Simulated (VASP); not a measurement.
# Zr3S2 (R32) in VASP: a series of runs

Runs on Zr3S2. Level: PBEsol. Tasks: single point.

Program: VASP 6.6.1. These are calculated values, not measurements. Logs are shortened: lines on timing, memory, paths and dates and some standing lists are left out, and cuts for length are marked.

### Step 1. The cell of the first run

The structure is trigonal, space group R32 (No. 155). The conventional cell has a = 5.586 Å, b = 5.586 Å, c = 10.819 Å, α = 90.00°, β = 90.00°, γ = 120.00°. Within 3.4 Å of Zr (site symmetry 2) lie 4 S at 2.59 to 2.60 Å and 6 Zr at 3.20 to 3.27 Å. S (site symmetry 3) has 6 Zr at 2.59 to 2.60 Å and 3 S at 3.23 Å within 3.4 Å.

### Step 2. Single point, PBEsol (strain -0.025 along x and y, +0.050 along z)

The input, INCAR:

```
ALGO = Fast ; EDIFF = 1E-6
ENCUT = 520 ; GGA = PS
ISIF = 2 ; ISMEAR = 0
LASPH = T ; LCHARG = F
LREAL = F ; LWAVE = F
NBANDS = 32 ; NELM = 60
PREC = Accurate ; SIGMA = 0.15
```

The input, KPOINTS:

```
k-points
0
Gamma
  12 12 12
```

The input, POSCAR:

```
Zr3S2
1.0
    2.7929586191      1.6125154106      3.6064325840
   -2.7929586191      1.6125154106      3.6064325840
    0.0000000000     -3.2250308212      3.6064325841
Zr S
3 2
Direct
    0.1618381745      0.8381618255      0.5000000000
    0.5000000000      0.1618381745      0.8381618255
    0.8381618255      0.5000000000      0.1618381745
    0.3349612447      0.3349612447      0.3349612447
    0.6650387553      0.6650387553      0.6650387553
```

Potentials or basis: VASP PAW PBE potentials, release 64 (Zr_sv, S).

Command:

```
$ cat potpaw_PBE.64/Zr_sv/POTCAR potpaw_PBE.64/S/POTCAR > POTCAR
$ mpirun -np 1 vasp_std > vasp.out
```

OUTCAR:

```text
EDIFF = 1E-6
   ENCUT = 520
   GGA = PS
   ISIF = 2
   ISMEAR = 0
   LASPH = T
   LREAL = F
   NELM = 60
   PREC = Accurate

 ion  position               nearest neighbor table
   1  0.162  0.838  0.500-   4 2.59   5 2.59   5 2.60   4 2.60   3 3.20   2 3.20   3 3.20   2 3.20
                             3 3.27   2 3.27   2 3.61   3 3.61
   2  0.500  0.162  0.838-   5 2.59   4 2.59   5 2.60   4 2.60   3 3.20   3 3.20   1 3.20   1 3.20
                             1 3.27   3 3.27   3 3.61   1 3.61
   3  0.838  0.500  0.162-   4 2.59   5 2.59   4 2.60   5 2.60   2 3.20   2 3.20   1 3.20   1 3.20
                             1 3.27   2 3.27   2 3.61   1 3.61
   4  0.335  0.335  0.335-   1 2.59   3 2.59   2 2.59   3 2.60   1 2.60   2 2.60
   5  0.665  0.665  0.665-   1 2.59   2 2.59   3 2.59   2 2.60   1 2.60   3 2.60

  LATTYP: Found a trigonal (rhomboedric) cell.
 ALAT       =     4.8380967105
 COS(alpha) =     0.3334850314

  Lattice vectors:

 A1 = (   2.7929586191,   1.6125154106,   3.6064325840)
 A2 = (  -2.7929586191,   1.6125154106,   3.6064325840)
 A3 = (   0.0000000000,  -3.2250308212,   3.6064325841)

Analysis of symmetry for initial positions (statically):
=====================================================================
 Subroutine PRICEL returns:
 Original cell was already a primitive cell.

 Routine SETGRP: Setting up the symmetry group for a
 trigonal (rhombohedral) supercell.

 Subroutine GETGRP returns: Found  6 space group operations
 (whereof  6 operations were pure point group operations)
 out of a pool of 12 trial point group operations.

The static configuration has the point symmetry D_3 .

Analysis of symmetry for dynamics (positions and initial velocities):
=====================================================================
 Subroutine PRICEL returns:
 Original cell was already a primitive cell.

 Routine SETGRP: Setting up the symmetry group for a
 trigonal (rhombohedral) supercell.

 Subroutine GETGRP returns: Found  6 space group operations
 (whereof  6 operations were pure point group operations)
 out of a pool of 12 trial point group operations.

The dynamic configuration has the point symmetry D_3 .

 Subroutine INISYM returns: Found  6 space group operations
 (whereof  6 operations are pure point group operations),
 and found     1 'primitive' translations

----------------------------------------------------------------------------------------

                                     Primitive cell

  volume of cell :      97.4535

  direct lattice vectors                    reciprocal lattice vectors
     2.792958619  1.612515411  3.606432584     0.179021628  0.103358185  0.092427441
    -2.792958619  1.612515411  3.606432584    -0.179021628  0.103358185  0.092427441
     0.000000000 -3.225030821  3.606432584     0.000000000 -0.206716371  0.092427441

  length of vectors
     4.838096711  4.838096711  4.838096711     0.226438711  0.226438711  0.226438711

  position of ions in fractional coordinates (direct lattice)
     0.161838174  0.838161826  0.500000000
     0.500000000  0.161838174  0.838161826
     0.838161826  0.500000000  0.161838174
     0.334961245  0.334961245  0.334961245
     0.665038755  0.665038755  0.665038755

  ion indices of the primitive-cell ions
   primitive index   ion index
                 1           1
                 2           2
                 3           3
                 4           4
                 5           5

----------------------------------------------------------------------------------------

 KPOINTS: k-points

Automatic generation of k-mesh.
 Grid dimensions read from file:
 generate k-points for:   12   12   12

 Generating k-lattice:

  Cartesian coordinates                     Fractional coordinates (reciprocal lattice)
     0.014918469  0.008613182  0.007702287     0.083333333 -0.000000000  0.000000000
    -0.014918469  0.008613182  0.007702287    -0.000000000  0.083333333  0.000000000
     0.000000000 -0.017226364  0.007702287     0.000000000  0.000000000  0.083333333

  Length of vectors
     0.018869893  0.018869893  0.018869893

  Shift w.r.t. Gamma in fractional coordinates (k-lattice)
     0.000000000  0.000000000  0.000000000

 Subroutine IBZKPT returns following result:
 ===========================================

 Found    189 irreducible k-points:

 Following reciprocal coordinates:
            Coordinates               Weight
  0.000000  0.000000  0.000000      1.000000
  0.083333  0.000000 -0.000000      6.000000
  0.166667  0.000000  0.000000      6.000000
  0.250000  0.000000  0.000000      6.000000
  0.333333  0.000000 -0.000000      6.000000
  0.416667  0.000000 -0.000000      6.000000
[... 16 lines left out ...]
  0.500000  0.166667 -0.000000     12.000000
 -0.416667  0.166667  0.000000     12.000000
 [... further k-points ...]
   k-points           NKPTS =    189   k-points in BZ     NKDIM =    189   number of bands    NBANDS=     32
   number of dos      NEDOS =    301   number of ions     NIONS =      5
   total plane-waves  NPLWV =  46656
   dimension x,y,z NGX =    36 NGY =   36 NGZ =   36
   dimension x,y,z NGXF=    72 NGYF=   72 NGZF=   72
   ions per type =               3   2
   NGX,Y,Z   is equivalent  to a cutoff of  12.37, 12.37, 12.37 a.u.
   NGXF,Y,Z  is equivalent  to a cutoff of  24.74, 24.74, 24.74 a.u.
 SYSTEM =  unknown system
   PREC   = accura    normal or accurate (medium, high low for compatibility)
   ISTART =      0    job   : 0-new  1-cont  2-samecut
   ICHARG =      2    charge: 1-file 2-atom 10-const
   ISPIN  =      1    spin polarized calculation?
   LNONCOLLINEAR =      F non collinear calculations
   LSORBIT =      F    spin-orbit coupling
   LASPH  =      T    aspherical Exc in radial PAW
   ENCUT  =  520.0 eV  38.22 Ry    6.18 a.u.   9.00  9.00  9.00*2*pi/ulx,y,z
   NELM   =     60;   NELMIN=  2; NELMDL= -5     # of ELM steps
   EDIFF  = 0.1E-05   stopping-criterion for ELM
   LREAL  =      F    real-space projection
   EDIFFG = 0.1E-04   stopping-criterion for IOM
   NSW    =      0    number of steps for IOM
   IBRION =     -1    ionic relax: 0-MD 1-quasi-New 2-CG
   NFREE  =      0    steps in history (QN), initial steepest desc. (CG)
   ISIF   =      2    stress and relaxation
   ISYM   =      2    0-nonsym 1-usesym 2-fastsym
   POTIM  = 0.5000    time-step for ionic-motion
   TEBEG  =    0.0;   TEEND  =   0.0 temperature during run
   PSTRESS=    0.0 pullay stress
   NELECT =      48.0000    total number of electrons
   NUPDOWN=      -1.0000    fix difference up-down
   EMIN   =  10.00;   EMAX   =-10.00  energy-range for DOS
   EFERMI =   0.00;   METHOD = LEGACY
   ISMEAR =     0;   SIGMA  =   0.15  broadening in eV -4-tet -1-fermi 0-gaus
   EFERMI_NEDOS =   21; number of points for ismear=-14 and -15
   IALGO  =     68    algorithm
   IMIX   =      4    mixing-type and parameters
     AMIX     =   0.40;   BMIX     =  1.00
     AMIX_MAG =   1.60;   BMIX_MAG =  1.00
  volume/ion in A,a.u.               =      19.49       131.53
  Fermi-wavevector in a.u.,A,eV,Ry     =   1.292874  2.443177 22.742442  1.671522
  Thomas-Fermi vector in A             =   2.424554
   LORBIT       =      0    0 simple, 1 ext, 2 COOP (PROOUT), +10 PAW based schemes
   GGA     = PS    functional components
   LHFCALC =     F    Hartree Fock is set to
   AEXX    =    0.0000 exact exchange contribution
   IVDW    =     0    specifies the selected vdW correction
   LEPSILON=     F    determine dielectric tensor
   LRPA    =     F    only Hartree local field effects (RPA)
 non-spin polarized calculation
 RMM-DIIS sequential band-by-band and
 Gauss-broadening in eV      SIGMA  =   0.15
  energy-cutoff  :      520.00
  volume of cell :       97.45
 maximum number of plane-waves:      2662
   NGX = 17   NGY = 17   NGZ = 17

 number of electron      48.0000003 magnetization

 Free energy of the ion-electron system (eV)
  ---------------------------------------------------
  ext. energy  EPLUGINS =         0.00000000
  ---------------------------------------------------
  free energy    TOTEN  =       -41.82854054 eV

  energy without entropy =      -41.80233250  energy(sigma->0) =      -41.81543652

 E-fermi :   9.2143     XC(G=0): -11.2457

 val. band max:        9.2047392460   @ k =   0.0833   0.0000  -0.0000
 cond. band min:       9.2149138764   @ k =   0.3333   0.0000  -0.0000
 fundamental gap:      0.0101746303
 Fermi energy:         9.2143028771

 k-point     1 :       0.0000    0.0000    0.0000
  band No.  band energies     occupation
      1     -39.6605      2.00000
      2     -39.5470      2.00000
      3     -39.5470      2.00000
      4     -17.9239      2.00000
      5     -17.8862      2.00000
      6     -17.8638      2.00000
[... 24 lines left out ...]
     31      12.8642      0.00000
     32      13.0615      0.00000

 k-point     2 :       0.0833    0.0000   -0.0000
  band No.  band energies     occupation
      1     -39.6583      2.00000
      2     -39.5491      2.00000
      3     -39.5471      2.00000
      4     -17.9477      2.00000
      5     -17.9281      2.00000
      6     -17.8584      2.00000
[... 24 lines left out ...]
     31      12.8535      0.00000
     32      13.0743      0.00000

 k-point     3 :       0.1667    0.0000    0.0000
  band No.  band energies     occupation
      1     -39.6520      2.00000
      2     -39.5539      2.00000
      3     -39.5486      2.00000
      4     -17.9821      2.00000
      5     -17.9688      2.00000
      6     -17.8645      2.00000
[... 24 lines left out ...]
     31      12.7320      0.00000
     32      13.0980      0.00000

 k-point     4 :       0.2500    0.0000    0.0000
  band No.  band energies     occupation
      1     -39.6420      2.00000
      2     -39.5616      2.00000
      3     -39.5509      2.00000
      4     -18.0194      2.00000
      5     -17.9780      2.00000
      6     -17.8764      2.00000
[... 654 lines left out ...]
     31      12.6923      0.00000
     32      12.9442      0.00000

 k-point    23 :       0.5000    0.1667   -0.0000
  band No.  band energies     occupation
      1     -39.6079      2.00000
      2     -39.5854      2.00000
      3     -39.5610      2.00000
      4     -18.0269      2.00000
      5     -17.9735      2.00000
      6     -17.9098      2.00000
[... 24 lines left out ...]
     31      12.5644      0.00000
     32      12.9206      0.00000

 k-point    24 :      -0.4167    0.1667    0.0000
  band No.  band energies     occupation
      1     -39.5998      2.00000
      2     -39.5924      2.00000
      3     -39.5622      2.00000
      4     -18.0344      2.00000
      5     -17.9324      2.00000
      6     -17.9039      2.00000
[... 24 lines left out ...]
     31      12.4603      0.00000
     32      12.9677      0.00000

 [... further k-points ...]

------------------------ aborting loop because EDIFF is reached ----------------------------------------

  FORCE on cell =-STRESS in cart. coord.  units (eV):
  Direction    XX          YY          ZZ          XY          YZ          ZX
  --------------------------------------------------------------------------------------
  -------------------------------------------------------------------------------------
  Total        1.6887982      1.6887982     -3.3076629      0.0000000     -0.0000000     -0.0000000
  in kB       27.7645660     27.7645660    -54.3793968      0.0000000     -0.0000000     -0.0000000
  external PRESSURE =       0.3832451 kB  Pullay stress =       0.0000000 kB

 VOLUME and BASIS-vectors are now :
 -----------------------------------------------------------------------------
  energy-cutoff  :      520.00
  volume of cell :       97.45
      direct lattice vectors                 reciprocal lattice vectors
     2.792958619  1.612515411  3.606432584     0.179021628  0.103358185  0.092427441
    -2.792958619  1.612515411  3.606432584    -0.179021628  0.103358185  0.092427441
     0.000000000 -3.225030821  3.606432584     0.000000000 -0.206716371  0.092427441

 POSITION                                       TOTAL-FORCE (eV/Angst)
 -----------------------------------------------------------------------------------
     -1.88894      0.00000      5.40965        -0.087652      0.000000     -0.000000
      0.94447     -1.63587      5.40965         0.043826     -0.075909      0.000000
      0.94447      1.63587      5.40965         0.043826      0.075909     -0.000000
      0.00000      0.00000      3.62405        -0.000000      0.000000     -0.041099
      0.00000      0.00000      7.19525        -0.000000      0.000000      0.041099
 -----------------------------------------------------------------------------------
    total drift:                                0.000000     -0.000000      0.000000

  FREE ENERGIE OF THE ION-ELECTRON SYSTEM (eV)
  ---------------------------------------------------
  free  energy   TOTEN  =       -41.8285405409 eV

  energy  without entropy=      -41.8023324951  energy(sigma->0) =      -41.81543652
```

It took 19 min on 1 thread of Oxide Virtual Turin-like, shared host; peak memory 0.51 GiB.

What came out:

```yaml
Free_energy: -41.8285 eV
Pressure: 0.0 GPa
Largest_force: 0.088 eV/Å
Band_gap_on_the_k_mesh: zero (bands 24 and 25 overlap by 0.42 eV)
```

Forces in eV/Å, atoms in the order of the input:
```
Zr  -0.088  0.000  0.000
Zr   0.044 -0.076  0.000
Zr   0.044  0.076  0.000
S    0.000  0.000 -0.041
S    0.000  0.000  0.041
```

Levels at points of the mesh, in eV from the Fermi level:
```tsv
k point	band 20	band 21	band 22	band 23	band 24	band 25	band 26	band 27	band 28	band 29
(0.00, 0.00, 0.00)	-3.87	-2.79	-1.78	0.10	0.10	0.74	0.74	1.77	2.93	2.93
(0.50, 0.00, 0.00)	-3.33	-1.27	-1.20	-0.85	-0.64	-0.16	0.96	1.74	1.97	2.76
(0.50, 0.50, 0.00)	-3.48	-2.02	-1.11	-0.92	-0.36	-0.25	1.02	1.99	2.01	2.40
(0.50, 0.50, 0.50)	-4.14	-0.79	-0.69	-0.15	-0.15	0.51	0.51	1.18	1.18	1.76
```

Caveat: the cell differs from its parent crystal (strain -0.025 along x and y, +0.050 along z); the stress differs along the axes, from -5 to 3 GPa; the PAW data sets were made with another functional, which shifts forces and pressure a little.

### Step 3. Single point, PBEsol (strain +0.025 along x and y, -0.050 along z)

The input, INCAR:

```
PREC = Accurate
ENCUT = 520
EDIFF = 1E-7
ISMEAR = 0
SIGMA = 0.15
LREAL = False
LASPH = True
NELM = 80
ALGO = Fast
ISIF = 2
LWAVE = False
LCHARG = False
GGA = PS
NBANDS = 32
```

The input, KPOINTS:

```
regular mesh
0
Gamma
  12 12 12
```

POSCAR: that of step 2 with these lines changed.

```diff
@@ -2,5 +2,5 @@
 1.0
-    2.7929586191      1.6125154106      3.6064325840
-   -2.7929586191      1.6125154106      3.6064325840
-    0.0000000000     -3.2250308212      3.6064325841
+    2.9361872663      1.6952085086      3.2629628141
+   -2.9361872663      1.6952085086      3.2629628141
+    0.0000000000     -3.3904170171      3.2629628142
 Zr S
```

Potentials or basis: VASP PAW PBE potentials, release 64 (Zr_sv, S).

Command:

```
$ cat potpaw_PBE.64/Zr_sv/POTCAR potpaw_PBE.64/S/POTCAR > POTCAR
$ mpirun -np 1 vasp_std > vasp.out
```

It took 24 min on 1 thread of Oxide Virtual Turin-like, shared host; peak memory 0.51 GiB.

It converged, with:

| Item | Value |
| --- | --- |
| Free energy | -41.8164 eV |
| Pressure | 1.3 GPa |
| Largest force | 0.073 eV/Å |
| Band gap on the k mesh | zero (bands 24 and 25 overlap by 0.24 eV) |

Forces in eV/Å, atoms in the order of the input:
```
Zr   0.067  0.000  0.000
Zr  -0.033  0.058  0.000
Zr  -0.033 -0.058  0.000
S    0.000  0.000 -0.073
S    0.000  0.000  0.073
```

Stress tensor (GPa, compression positive):
```
-1.50  0.00  0.00
 0.00 -1.50  0.00
 0.00  0.00  6.81
```

Levels at points of the mesh, in eV from the Fermi level:
| k point | band 22 | band 23 | band 24 | band 25 | band 26 | band 27 |
| --- | --- | --- | --- | --- | --- | --- |
| (0.00, 0.00, 0.00) | -2.06 | 0.14 | 0.14 | 0.75 | 0.75 | 2.55 |
| (0.50, 0.00, 0.00) | -1.08 | -0.95 | -0.81 | -0.02 | 1.17 | 1.77 |
| (0.50, 0.50, 0.00) | -1.45 | -0.77 | -0.18 | 0.30 | 0.80 | 1.80 |
| (0.50, 0.50, 0.50) | -0.38 | -0.38 | -0.02 | 0.22 | 0.22 | 1.08 |

Caveat: the cell differs from its parent crystal (strain +0.025 along x and y, -0.050 along z); the stress differs along the axes, from -2 to 7 GPa; the PAW data sets were made with another functional, which shifts forces and pressure a little.
